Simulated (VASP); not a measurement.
Sb: relaxation of cell and atoms with PBE

The system is Sb.

```
CELL_PARAMETERS angstrom
0.00000 2.00865 2.00865
2.00865 0.00000 2.00865
2.00865 2.00865 0.00000
ATOMIC_POSITIONS crystal
Sb 0.00000 0.00000 0.00000
```

| Property | Result |
| --- | --- |
| Program | VASP 6.6.1 |
| Task | relaxation of cell and atoms |
| Functional | PBE |
| Potentials or basis | VASP PAW PBE potentials, release 64 (Sb) |
| Cutoff | 600 eV |
| k mesh | 16 × 16 × 16 |
| Occupations | fermi-dirac, width 0.08 eV |
| Spin | no spin polarisation |
| Target pressure | 100 GPa |
| Dipole correction | no |
| Further INCAR settings | ALGO = Normal; EDIFF = 1e-07; IBRION = 2; EDIFFG = -0.005; NSW = 60; ISIF = 3 |

| Quantity | Value |
| --- | --- |
| Relaxed volume | 16.42 Å³/atom |
| Relaxed cell | a = 2.853 Å, b = 2.853 Å, c = 2.853 Å, α = 60.00°, β = 60.00°, γ = 60.00° |
| Space group after relaxing (to 0.05 Å) | Fm-3m (No. 225) |
| Energy change on relaxing (the enthalpy is what falls) | -138.6 meV/atom |
| Ionic steps | 4 |
| Pressure after relaxing | 100.0 GPa |

Step by step:
| step | energy change (eV) | largest force (eV/Å) | pressure (GPa) | volume (Å³) |
| --- | --- | --- | --- | --- |
| 1 | 0.0000 | 0.0000 | 105.85 | 16.21 |
| 2 | -0.7870 | 0.0000 | 72.81 | 17.64 |
| 3 | -0.1432 | 0.0000 | 99.81 | 16.43 |
| 4 | -0.1386 | 0.0000 | 99.97 | 16.42 |

Final structure:
```
Sb
1.0
     0.00000    2.01753    2.01753
     2.01753    0.00000    2.01753
     2.01753    2.01753    0.00000
Sb
1
Direct
  0.00000 0.00000 0.00000
```

Levels at points of the mesh, in eV from the Fermi level:
| k point | band 1 | band 2 | band 3 | band 4 | band 5 | band 6 |
| --- | --- | --- | --- | --- | --- | --- |
| (0.00, 0.00, 0.00) | -18.10 | 9.46 | 9.50 | 9.50 | 9.50 | 11.71 |
| (0.50, 0.00, 0.00) | -10.88 | -9.85 | 6.37 | 6.37 | 8.91 | 10.45 |
| (0.50, 0.50, 0.00) | -8.32 | -7.54 | 0.24 | 0.24 | 4.48 | 5.25 |

Wall time 19 s on 1 thread of Intel(R) Xeon(R) 6975P-C (Granite Rapids), on a shared host, peak memory 0.15 GiB.

Caveat: the cell is relaxed towards a set pressure, so the enthalpy falls and the energy may rise; spin-orbit coupling is left out, which moves the levels of the heavy elements.
